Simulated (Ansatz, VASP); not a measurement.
Two plane-wave programs on B5N

Contents of INCAR:

```
SYSTEM = B5N
ALGO = Normal
EDIFF = 1E-6
ENCUT = 520
GGA = PE
ISIF = 2
ISMEAR = 0
ISPIN = 2
LASPH = .TRUE.
LCHARG = .FALSE.
LORBIT = 11
LREAL = .FALSE.
LWAVE = .FALSE.
MAGMOM = 0 0 0 0 0 1
NBANDS = 23
NELM = 150
PREC = Accurate
SIGMA = 0.1
```

Contents of KPOINTS:

```
k-points
0
G
  6 6 6
  0 0 0
```

The input POSCAR:

```
B5N
1.0
    0.0000000000      2.6849367470      2.6849367470
    2.6849367470      0.0000000000      2.6849367470
    2.6849367470      2.6849367470      0.0000000000
B N
5 1
Direct
    0.8744071751      0.3751976083      0.3751976083
    0.7500000000      0.7500000000      0.7500000000
    0.3751976083      0.3751976083      0.8744071751
    0.3751976083      0.8744071751      0.3751976083
    0.3751976083      0.3751976083      0.3751976083
    0.0000000000      0.0000000000      0.0000000000
```

Input for Ansatz:

```yaml
crystal:
  lattice:
    - [0.0, 2.684936747, 2.684936747]
    - [2.684936747, 0.0, 2.684936747]
    - [2.684936747, 2.684936747, 0.0]
  atoms:
    - { symbol: B, position: [0.8744071751, 0.3751976083, 0.3751976083] }
    - { symbol: B, position: [0.75, 0.75, 0.75] }
    - { symbol: B, position: [0.3751976083, 0.3751976083, 0.8744071751] }
    - { symbol: B, position: [0.3751976083, 0.8744071751, 0.3751976083] }
    - { symbol: B, position: [0.3751976083, 0.3751976083, 0.3751976083] }
    - { symbol: "N", position: [0.0, 0.0, 0.0], spin: 1.0 }
basis:
  ecutwfc: 420
kpoints:
  mp_grid: { grid: [6, 6, 6] }
hamiltonian:
  xc: pbe
scf:
  occupations: { method: gaussian, width: 0.1 }
  lower_state_search: "off"
output:
  forces: true
  stress: true
  eigenvalues: true
  populations: true
magnetization:
  spin_polarized: true
```

Change from the starting cell: species swapped into the Be5Au type (F-43m, No. 216).

Alike in both runs: task single point; functional PBE; k mesh 6 × 6 × 6; occupations gaussian, width 0.1 eV; collinear spin.

|  | VASP | Ansatz |
| --- | --- | --- |
| version | VASP 6.6.1 | Ansatz 0.2.0 |
| potentials or method | VASP PAW PBE potentials, release 64 (B, N), cutoff 520 eV | scalar-relativistic, plane waves, PAW |
| valence electrons in the cell | 20 | 20 |

|  | VASP | Ansatz | Ansatz less VASP |
| --- | --- | --- | --- |
| gap on the k mesh at the Fermi level (eV) | none | none | - |
| pressure (GPa) | -0.1 | 0.0 | +0.13 |
| net moment per atom (μB) | 0.00 | 0.00 | 0.000 |

A gap of «none» marks a metal or a gap that the smearing closes. Ansatz's warnings: seeded moment not kept.
